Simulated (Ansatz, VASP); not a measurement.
# Two plane-wave programs on Mo3W

```xyz
4
Lattice="0.0000 3.1660 3.1660 3.1660 0.0000 3.1660 3.1660 3.1660 0.0000" Properties=species:S:1:pos:R:3 pbc="T T T"
Mo    0.0000    0.0000    0.0000
Mo    1.5830    1.5830    1.5830
Mo    4.7490    4.7490    4.7490
W     3.1660    3.1660    3.1660
```

Alike in both runs: functional PBE; k mesh 6 × 6 × 6; occupations gaussian, width 0.1 eV; no spin polarisation.

Ansatz relaxed the structure, and its values are those at the end. VASP's run is a single point on that final structure, the one shown.

```csv
,VASP,Ansatz
version,VASP 6.6.1,Ansatz 0.2.0
potentials or method,"VASP PAW PBE potentials, release 64 (Mo_sv, W_sv), cutoff 500 eV","scalar-relativistic, plane waves, PAW"
valence electrons in the cell,56,56
```

|  | VASP | Ansatz | Ansatz less VASP |
| --- | --- | --- | --- |
| gap on the k mesh at the Fermi level (eV) | none | none | - |
| pressure (GPa) | 0.5 | 0.0 | -0.53 |

A gap of «none» marks a metal or a gap that the smearing closes.

Spin-orbit coupling is off throughout.
